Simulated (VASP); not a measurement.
Input of a VASP 6.6.1 run:

INCAR

```
SYSTEM = RbBr
PREC = Accurate ; ENCUT = 520
EDIFF = 1E-8 ; ISMEAR = 0
SIGMA = 0.01 ; LREAL = .False.
LASPH = .True. ; NELM = 100
ALGO = Normal ; ISIF = 2
LWAVE = .False. ; LCHARG = .False.
GGA = PS ; IBRION = 8
NSW = 1 ; LEPSILON = .True.
```

KPOINTS

```
Automatic mesh
0
Gamma
  6 6 6
  0 0 0
```

Contents of POSCAR:

```
RbBr
1.0
    3.8010256928      0.0000000000      0.0000000000
    0.0000000000      3.8010256928      0.0000000000
    0.0000000000      0.0000000000      3.8010256928
Rb Br
1 1
Direct
    0.0000000000      0.0000000000      0.0000000000
    0.5000000000      0.5000000000      0.5000000000
```

Potentials or basis: VASP PAW PBE potentials, release 64 (Rb_sv, Br).

Launch:

```console
$ cat potpaw_PBE.64/Rb_sv/POTCAR potpaw_PBE.64/Br/POTCAR > POTCAR
$ mpirun -np 1 vasp_std > vasp.out
```

Q: What does it give for the electronic dielectric tensor (diagonal)?

A: 3.41.

Q: Predict the Born charges (mean of the diagonal).

A: Rb +1.22; Br -1.22 e.

Q: What does it give for the highest phonon frequency at Γ, LO-TO splitting left out?

A: 127 cm⁻¹.

Electronic dielectric tensor:
```
3.41 0.00 0.00
0.00 3.41 0.00
0.00 0.00 3.41
```

Caveat: the cell wasn't relaxed at this level first, which shifts response properties.
